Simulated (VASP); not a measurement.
Runs of VASP 6.6.1 on Sn. Symmetry: Fd-3m, No. 227, cubic system. Conventional cell: a = 6.568 Å, b = 6.568 Å, c = 6.568 Å, α = 90.00°, β = 90.00°, γ = 90.00°. Sn (site symmetry -43m) has 4 Sn at 2.84 Å within 3.7 Å. 

| k mesh | smearing | gap on the mesh (eV) | pressure (GPa) |
| --- | --- | --- | --- |
| 8 × 8 × 8 | fermi-dirac 0.1 eV | none | 0.0 |
| 2 × 2 × 2 | fermi-dirac 0.1 eV | none | 7.8 |
| 5 × 5 × 5 | fermi-dirac 0.1 eV | none | (a) |
| 7 × 7 × 7 | fermi-dirac 0.1 eV | none | 0.0 |
| 8 × 8 × 8 | fermi-dirac 0.01 eV | none | -0.1 |
| 3 × 3 × 3 | fermi-dirac 0.1 eV | none | 1.7 |

Alike in all rows: task single point; level r2SCAN; potentials or basis VASP PAW PBE potentials, release 64 (Sn_d); no spin polarisation; cell as given; cutoff (eV) 520.

Fill in the values left out.

(a) 0.1.

Caveats: some runs use coarse meshes; the PAW data sets were made with another functional, which shifts forces and pressure a little; spin-orbit coupling is left out, which moves the levels of the heavy elements.

A k mesh can miss the band edges, and the runs leave out spin-orbit coupling on Sn.

A gap of «none» marks levels without a gap at the run's occupations.
